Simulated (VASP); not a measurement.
Set up this calculation in VASP 6.6.1, as the native input.

```yaml
Task: single point
Functional: PBE
Potentials_or_basis: VASP PAW PBE potentials, release 64 (Li_sv)
Cutoff: 520 eV
k_mesh: 15 × 15 × 15
Occupations: fermi-dirac, width 0.0612256 eV
Spin: no spin polarisation
Dipole_correction: no
Further_INCAR_settings: ALGO = Normal; EDIFF = 1e-07; NBANDS = 8
```

The structure of Li lies in POSCAR:

```
Li
1.0
    0.0000000000      2.2044552347      2.2044552347
    2.2044552347      0.0000000000      2.2044552347
    2.2044552347      2.2044552347      0.0000000000
Li
1
Direct
    0.0000000000      0.0000000000      0.0000000000
```

The input as run:

INCAR

```
SYSTEM = Li
PREC     = Accurate       ! precision mode
ENCUT    = 520            ! plane-wave cutoff, eV
EDIFF    = 1E-7           ! SCF threshold, eV
ISMEAR   = -1             ! smearing method
SIGMA    = 0.06122561905347299 ! smearing width, eV
LREAL    = .FALSE.        ! projectors in reciprocal space
LASPH    = .TRUE.         ! aspherical terms in the spheres
NELM     = 60             ! most SCF steps
ALGO     = Normal         ! electronic algorithm
ISIF     = 2              ! what is computed and relaxed
LWAVE    = .FALSE.        ! write WAVECAR
LCHARG   = .FALSE.        ! write CHGCAR
GGA      = PE             ! functional
NBANDS   = 8              ! bands
```

KPOINTS

```
Automatic mesh
0
G
  15 15 15
  0 0 0
```

Potentials or basis: VASP PAW PBE potentials, release 64 (Li_sv).

Launch:

```sh
$ cat potpaw_PBE.64/Li_sv/POTCAR > POTCAR
$ mpirun -np 1 vasp_std > vasp.out
```

It took 18 s on 1 thread of Intel(R) Xeon(R) Platinum 8259CL CPU @ 2.50GHz (Skylake/Cascade Lake), with other jobs on the host, peak memory 0.13 GiB.
